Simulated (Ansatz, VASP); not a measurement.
## PtS2 in VASP and in Ansatz

```xyz
3
Lattice="3.5766 0.0000 0.0000 -1.7883 3.0974 0.0000 0.0000 0.0000 6.3342" Properties=species:S:1:pos:R:3 pbc="T T T"
Pt    0.0000    0.0000    0.0000
S     0.0000    2.0649    1.2274
S     1.7883    1.0325    5.1068
```

Alike in both runs: functional PBE; k mesh 9 × 9 × 4; occupations gaussian, width 0.05 eV; no spin polarisation.

Ansatz relaxed the structure, and its values are those at the end. VASP's run is a single point on that final structure, the one shown.

|  | VASP | Ansatz |
| --- | --- | --- |
| version | VASP 6.6.1 | Ansatz 0.2.0 |
| potentials or method | VASP PAW PBE potentials, release 64 (Pt, S), cutoff 520 eV | scalar-relativistic, plane waves, PAW |
| valence electrons in the cell | 22 | 30 |

|  | VASP | Ansatz | Ansatz less VASP |
| --- | --- | --- | --- |
| gap on the k mesh at the Fermi level (eV) | 1.52 | 1.52 | -0.003 |
| least direct gap on the mesh (eV) | 1.52 | 1.52 | -0.003 |
| pressure (GPa) | -0.3 | 0.0 | +0.36 |
| rms of the force components (eV/Å) | 0.017 | 0.000 | -0.0170 |

VASP's potentials hold 22 valence electrons a cell and Ansatz's 30, so a difference there can come from the potentials and not from the codes. Ansatz's warnings: stress scf threshold loose.

Spin-orbit coupling is off throughout.
